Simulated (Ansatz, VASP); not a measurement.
**TePt2: VASP beside Ansatz**

```
CELL_PARAMETERS angstrom
5.51733 0.00000 0.00000
0.00000 4.86243 0.00000
0.00000 0.00000 8.39820
ATOMIC_POSITIONS crystal
Te 0.35143 0.75000 0.37690
Te 0.14857 0.25000 0.87690
Te 0.64857 0.25000 0.62310
Te 0.85143 0.75000 0.12310
Pt 0.36834 0.75000 0.04843
Pt 0.13166 0.25000 0.54843
Pt 0.16798 0.75000 0.73277
Pt 0.33202 0.25000 0.23277
Pt 0.63166 0.25000 0.95157
Pt 0.86834 0.75000 0.45157
Pt 0.83202 0.25000 0.26723
Pt 0.66798 0.75000 0.76723
```

Alike in both runs: functional PBE; k mesh 3 × 4 × 2; occupations gaussian, width 0.2 eV; no spin polarisation.

Ansatz relaxed the structure, and its values are those at the end. VASP's run is a single point on that final structure, the one shown.

```csv
,VASP,Ansatz
version,VASP 6.6.1,Ansatz 0.2.0
potentials or method,"VASP PAW PBE potentials, release 64 (Te, Pt), cutoff 520 eV","scalar-relativistic, plane waves, PAW"
valence electrons in the cell,104,208
```

VASP gave:

* gap on the k mesh at the Fermi level (eV): none
* pressure (GPa): -0.4
* rms of the force components (eV/Å): 0.020

Question: Which values does Ansatz return?

Answer: gap on the k mesh at the Fermi level (eV): none; pressure (GPa): -0.1; rms of the force components (eV/Å): 0.019.

A gap of «none» marks a metal or a gap that the smearing closes. VASP's potentials hold 104 valence electrons a cell and Ansatz's 208, so a difference there can come from the potentials and not from the codes.

The k mesh is coarse, so the values compare programs but aren't converged. Spin-orbit coupling is off throughout.
